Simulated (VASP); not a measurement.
# ZnPtC6N6 (Fm-3m) in VASP: electric field gradients with PBE

Aim: the electric field gradients of ZnPtC6N6 with PBE.

All numbers are computed with VASP 6.6.1; they aren't measurements. Logs are shortened: lines on timing, memory, paths and dates and some standing lists are left out, and cuts for length are marked.

## Step 1: The cell of the first run

The structure is cubic, space group Fm-3m (No. 225). The conventional cell has a = 10.522 Å, b = 10.522 Å, c = 10.522 Å, α = 90.00°, β = 90.00°, γ = 90.00°. Within 2.8 Å of Zn (site symmetry m-3m) lie 6 N at 2.15 Å. Pt (site symmetry m-3m) has 6 C at 2.03 Å within 2.7 Å. C (site symmetry 4mm) has 1 N at 1.08 Å within 1.5 Å. N (site symmetry 4mm) has 1 C at 1.08 Å within 1.5 Å.

## Step 2: Electric field gradients, PBE

The input, INCAR:

```
ALGO     = Normal         # electronic algorithm
EDIFF    = 1E-8           # SCF threshold, eV
ENCUT    = 520            # plane-wave cutoff, eV
GGA      = PE             # functional
ISIF     = 2              # what is computed and relaxed
ISMEAR   = -1             # smearing method
LASPH    = True           # aspherical terms in the spheres
LCHARG   = False          # write CHGCAR
LEFG     = True         
LREAL    = False          # projectors in reciprocal space
LWAVE    = False          # write WAVECAR
NBANDS   = 51             # bands
NELM     = 80             # most SCF steps
PREC     = Accurate       # precision mode
SIGMA    = 0.05           # smearing width, eV
```

The input, KPOINTS:

```
k-points
0
Gamma
  6 6 6
```

The input, POSCAR:

```
ZnPtC6N6
1.0
    0.0000000000      5.2610000000      5.2610000000
    5.2610000000      0.0000000000      5.2610000000
    5.2610000000      5.2610000000      0.0000000000
Zn Pt C N
1 1 6 6
Direct
    0.5000000000      0.5000000000      0.5000000000
    0.0000000000      0.0000000000      0.0000000000
    0.1929000000      0.1929000000      0.8071000000
    0.8071000000      0.8071000000      0.1929000000
    0.8071000000      0.1929000000      0.1929000000
    0.1929000000      0.8071000000      0.8071000000
    0.1929000000      0.8071000000      0.1929000000
    0.8071000000      0.1929000000      0.8071000000
    0.2957000000      0.2957000000      0.7043000000
    0.7043000000      0.7043000000      0.2957000000
    0.7043000000      0.2957000000      0.2957000000
    0.2957000000      0.7043000000      0.7043000000
    0.2957000000      0.7043000000      0.2957000000
    0.7043000000      0.2957000000      0.7043000000
```

Potentials or basis: VASP PAW PBE potentials, release 64 (Zn, Pt, C, N).

Started as:

```console
> cat potpaw_PBE.64/Zn/POTCAR potpaw_PBE.64/Pt/POTCAR potpaw_PBE.64/C/POTCAR potpaw_PBE.64/N/POTCAR > POTCAR
> mpirun -np 1 vasp_std > vasp.out
```

OUTCAR:

```text
EDIFF = 1E-8
   ENCUT = 520
   GGA = PE
   ISIF = 2
   ISMEAR = -1
   LASPH = True
   LREAL = False
   NELM = 80
   PREC = Accurate

 ion  position               nearest neighbor table
   1  0.500  0.500  0.500-   9 2.15  10 2.15  11 2.15  12 2.15  13 2.15  14 2.15
   2  0.000  0.000  0.000-   3 2.03   4 2.03   5 2.03   6 2.03   7 2.03   8 2.03
   3  0.193  0.193  0.807-   9 1.08   2 2.03
   4  0.807  0.807  0.193-  10 1.08   2 2.03
   5  0.807  0.193  0.193-  11 1.08   2 2.03
   6  0.193  0.807  0.807-  12 1.08   2 2.03
   7  0.193  0.807  0.193-  13 1.08   2 2.03
   8  0.807  0.193  0.807-  14 1.08   2 2.03
   9  0.296  0.296  0.704-   3 1.08   1 2.15
  10  0.704  0.704  0.296-   4 1.08   1 2.15
  11  0.704  0.296  0.296-   5 1.08   1 2.15
  12  0.296  0.704  0.704-   6 1.08   1 2.15
  13  0.296  0.704  0.296-   7 1.08   1 2.15
  14  0.704  0.296  0.704-   8 1.08   1 2.15

  LATTYP: Found a face centered cubic cell.
 ALAT       =    10.5220000000

  Lattice vectors:

 A1 = (   0.0000000000,   5.2610000000,   5.2610000000)
 A2 = (   5.2610000000,   0.0000000000,   5.2610000000)
 A3 = (   5.2610000000,   5.2610000000,   0.0000000000)

Analysis of symmetry for initial positions (statically):
=====================================================================
 Subroutine PRICEL returns:
 Original cell was already a primitive cell.

 Routine SETGRP: Setting up the symmetry group for a
 face centered cubic supercell.

 Subroutine GETGRP returns: Found 48 space group operations
 (whereof 48 operations were pure point group operations)
 out of a pool of 48 trial point group operations.

The static configuration has the point symmetry O_h .

Analysis of symmetry for dynamics (positions and initial velocities):
=====================================================================
 Subroutine PRICEL returns:
 Original cell was already a primitive cell.

 Routine SETGRP: Setting up the symmetry group for a
 face centered cubic supercell.

 Subroutine GETGRP returns: Found 48 space group operations
 (whereof 48 operations were pure point group operations)
 out of a pool of 48 trial point group operations.

The dynamic configuration has the point symmetry O_h .

 Subroutine INISYM returns: Found 48 space group operations
 (whereof 48 operations are pure point group operations),
 and found     1 'primitive' translations

----------------------------------------------------------------------------------------

                                     Primitive cell

  volume of cell :     291.2292

  direct lattice vectors                    reciprocal lattice vectors
     0.000000000  5.261000000  5.261000000    -0.095038966  0.095038966  0.095038966
     5.261000000  0.000000000  5.261000000     0.095038966 -0.095038966  0.095038966
     5.261000000  5.261000000  0.000000000     0.095038966  0.095038966 -0.095038966

  length of vectors
     7.440177552  7.440177552  7.440177552     0.164612318  0.164612318  0.164612318

  position of ions in fractional coordinates (direct lattice)
     0.500000000  0.500000000  0.500000000
     0.000000000  0.000000000  0.000000000
     0.192900000  0.192900000  0.807100000
     0.807100000  0.807100000  0.192900000
     0.807100000  0.192900000  0.192900000
     0.192900000  0.807100000  0.807100000
     0.192900000  0.807100000  0.192900000
     0.807100000  0.192900000  0.807100000
     0.295700000  0.295700000  0.704300000
     0.704300000  0.704300000  0.295700000
     0.704300000  0.295700000  0.295700000
     0.295700000  0.704300000  0.704300000
     0.295700000  0.704300000  0.295700000
     0.704300000  0.295700000  0.704300000

  ion indices of the primitive-cell ions
   primitive index   ion index
                 1           1
                 2           2
                 3           3
                 4           4
[... 102 lines left out ...]
   LEPSILON=     F    determine dielectric tensor
   LRPA    =     F    only Hartree local field effects (RPA)
 non-spin polarized calculation
  energy-cutoff  :      520.00
  volume of cell :      291.23
 maximum number of plane-waves:      7880
   NGX = 27   NGY = 27   NGZ = 27

 number of electron      76.0000009 magnetization

 Free energy of the ion-electron system (eV)
  ---------------------------------------------------
  ext. energy  EPLUGINS =         0.00000000
  ---------------------------------------------------
  free energy    TOTEN  =      -105.44049367 eV

  energy without entropy =     -105.44049367  energy(sigma->0) =     -105.44049367

 E-fermi :  -2.3227     XC(G=0):  -6.7506

 val. band max:       -3.4662479995   @ k =   0.5000   0.0000   0.0000
 cond. band min:       1.7068439656   @ k =   0.5000   0.5000   0.0000
 fundamental gap:      5.1730919651
 Fermi energy:        -2.3227231654

 k-point     1 :       0.0000    0.0000    0.0000
  band No.  band energies     occupation
      1     -19.8304      2.00000
      2     -19.6626      2.00000
      3     -19.6626      2.00000
      4     -19.6626      2.00000
      5     -19.6154      2.00000
      6     -19.6154      2.00000
[... 837 lines left out ...]
     49       4.5503      0.00000
     50       4.9183      0.00000
 [bands above 50 left out]

------------------------ aborting loop because EDIFF is reached ----------------------------------------

  FORCE on cell =-STRESS in cart. coord.  units (eV):
  Direction    XX          YY          ZZ          XY          YZ          ZX
  --------------------------------------------------------------------------------------
  -------------------------------------------------------------------------------------
  Total       25.9506443     25.9506443     25.9506443     -0.0000000      0.0000000      0.0000000
  in kB      142.7656827    142.7656827    142.7656827     -0.0000000      0.0000000      0.0000000
  external PRESSURE =     142.7656827 kB  Pullay stress =       0.0000000 kB

 VOLUME and BASIS-vectors are now :
 -----------------------------------------------------------------------------
  energy-cutoff  :      520.00
  volume of cell :      291.23
      direct lattice vectors                 reciprocal lattice vectors
     0.000000000  5.261000000  5.261000000    -0.095038966  0.095038966  0.095038966
     5.261000000  0.000000000  5.261000000     0.095038966 -0.095038966  0.095038966
     5.261000000  5.261000000  0.000000000     0.095038966  0.095038966 -0.095038966

 POSITION                                       TOTAL-FORCE (eV/Angst)
 -----------------------------------------------------------------------------------
      5.26100      5.26100      5.26100        -0.000000     -0.000000      0.000000
      0.00000      0.00000      0.00000         0.000000      0.000000     -0.000000
      5.26100      5.26100      2.02969         0.000000      0.000000    -12.765288
      5.26100      5.26100      8.49231         0.000000      0.000000     12.765288
      2.02969      5.26100      5.26100       -12.765288      0.000000      0.000000
      8.49231      5.26100      5.26100        12.765288      0.000000      0.000000
      5.26100      2.02969      5.26100         0.000000    -12.765288      0.000000
      5.26100      8.49231      5.26100         0.000000     12.765288      0.000000
      5.26100      5.26100      3.11136         0.000000      0.000000     12.486417
      5.26100      5.26100      7.41064         0.000000      0.000000    -12.486417
      3.11136      5.26100      5.26100        12.486417      0.000000      0.000000
      7.41064      5.26100      5.26100       -12.486417      0.000000      0.000000
      5.26100      3.11136      5.26100         0.000000     12.486417      0.000000
      5.26100      7.41064      5.26100         0.000000    -12.486417      0.000000
 -----------------------------------------------------------------------------------
    total drift:                                0.000000     -0.000000      0.000000

  FREE ENERGIE OF THE ION-ELECTRON SYSTEM (eV)
  ---------------------------------------------------
  free  energy   TOTEN  =      -105.4404936696 eV

  energy  without entropy=     -105.4404936695  energy(sigma->0) =     -105.44049367

 Electric field gradients (V/A^2)
---------------------------------------------------------------------
 ion       V_xx      V_yy      V_zz      V_xy      V_xz      V_yz
---------------------------------------------------------------------
   1      -0.000     0.000     0.000     0.004     0.004     0.004
   2       0.000    -0.000     0.000     0.000     0.000     0.000
   3      26.844    26.844   -53.688    -0.000     0.000     0.000
   4      26.844    26.844   -53.688    -0.000     0.000     0.000
   5     -53.688    26.844    26.844     0.000     0.000    -0.000
   6     -53.688    26.844    26.844     0.000     0.000    -0.000
   7      26.844   -53.688    26.844     0.000    -0.000     0.000
   8      26.844   -53.688    26.844     0.000    -0.000     0.000
   9      44.740    44.740   -89.481     0.001     0.001     0.001
  10      44.740    44.740   -89.481     0.001     0.001     0.001
  11     -89.481    44.740    44.740     0.001     0.001     0.001
  12     -89.481    44.740    44.740     0.001     0.001     0.001
  13      44.740   -89.481    44.740     0.001     0.001     0.001
  14      44.740   -89.481    44.740     0.001     0.001     0.001
---------------------------------------------------------------------

 Electric field gradients after diagonalization (V/A^2)
 (convention: |V_zz| > |V_xx| > |V_yy|)
----------------------------------------------------------------------
 ion       V_xx      V_yy      V_zz     asymmetry (V_yy - V_xx)/ V_zz
----------------------------------------------------------------------
   1      -0.004    -0.004     0.008       0.000
   2      -0.000    -0.000     0.000       0.000
   3      26.845    26.844   -53.688       0.000
   4      26.845    26.844   -53.688       0.000
   5      26.845    26.844   -53.688       0.000
   6      26.845    26.844   -53.688       0.000
   7      26.845    26.844   -53.688       0.000
   8      26.845    26.844   -53.688       0.000
   9      44.741    44.740   -89.481       0.000
  10      44.741    44.740   -89.481       0.000
  11      44.741    44.740   -89.481       0.000
  12      44.741    44.740   -89.481       0.000
  13      44.741    44.740   -89.481       0.000
  14      44.741    44.740   -89.481       0.000
----------------------------------------------------------------------

           NMR quadrupolar parameters

 Cq : quadrupolar parameter    Cq=e*Q*V_zz/h
 eta: asymmetry parameters     (V_yy - V_xx)/ V_zz
 Q  : nuclear electric quadrupole moment in mb (millibarn)
----------------------------------------------------------------------
 ion       Cq(MHz)       eta       Q (mb)
----------------------------------------------------------------------
   1       0.000       0.000       1.000
   2       0.000       0.000       1.000
   3      -0.130       0.000       1.000
   4      -0.130       0.000       1.000
   5      -0.130       0.000       1.000
   6      -0.130       0.000       1.000
   7      -0.130       0.000       1.000
   8      -0.130       0.000       1.000
   9      -0.216       0.000       1.000
  10      -0.216       0.000       1.000
  11      -0.216       0.000       1.000
  12      -0.216       0.000       1.000
  13      -0.216       0.000       1.000
  14      -0.216       0.000       1.000
----------------------------------------------------------------------
```

Wall time 3.9 min (1 thread of Intel Xeon 6975P-C (Granite Rapids), shared host); peak memory 0.55 GiB.

Results:

- Free energy: -105.4405 eV
- Pressure: 14.3 GPa
- Largest force: 12.765 eV/Å
- Band gap on the k mesh: 5.17 eV (least direct gap 5.30 eV)
- Largest electric field gradient by atom: Zn +0.0; Pt -0.0; C -53.7; N -89.5 V/Å²

Forces on the atoms (eV/Å):
```
Zn    0.000   0.000   0.000
Pt    0.000   0.000   0.000
C     0.000   0.000 -12.765
C     0.000   0.000  12.765
C   -12.765   0.000   0.000
C    12.765   0.000   0.000
C     0.000 -12.765   0.000
C     0.000  12.765   0.000
N     0.000   0.000  12.486
N     0.000   0.000 -12.486
N    12.486   0.000   0.000
N   -12.486   0.000   0.000
N     0.000  12.486   0.000
N     0.000 -12.486   0.000
```

Electric field gradients, principal values (V/Å²):
```csv
atom,least,middle,greatest (by size)
1 Zn,-0.004,-0.004,0.008
2 Pt,0.000,0.000,0.000
3 C,26.844,26.845,-53.688
4 C,26.844,26.845,-53.688
5 C,26.844,26.845,-53.688
6 C,26.844,26.845,-53.688
7 C,26.844,26.845,-53.688
8 C,26.844,26.845,-53.688
9 N,44.740,44.741,-89.481
10 N,44.740,44.741,-89.481
11 N,44.740,44.741,-89.481
12 N,44.740,44.741,-89.481
13 N,44.740,44.741,-89.481
14 N,44.740,44.741,-89.481
```

Caveat: the cell stands under pressure; without QUAD_EFG the Cq values of the log hold for a quadrupole moment of 1 mb, not for the nuclei; spin-orbit coupling is left out, which moves the levels of the heavy elements; forces of over 1 eV/Å act on the atoms, so gaps and moduli don't describe the material at rest. As with any semilocal functional, this PBE gap is likely too small.
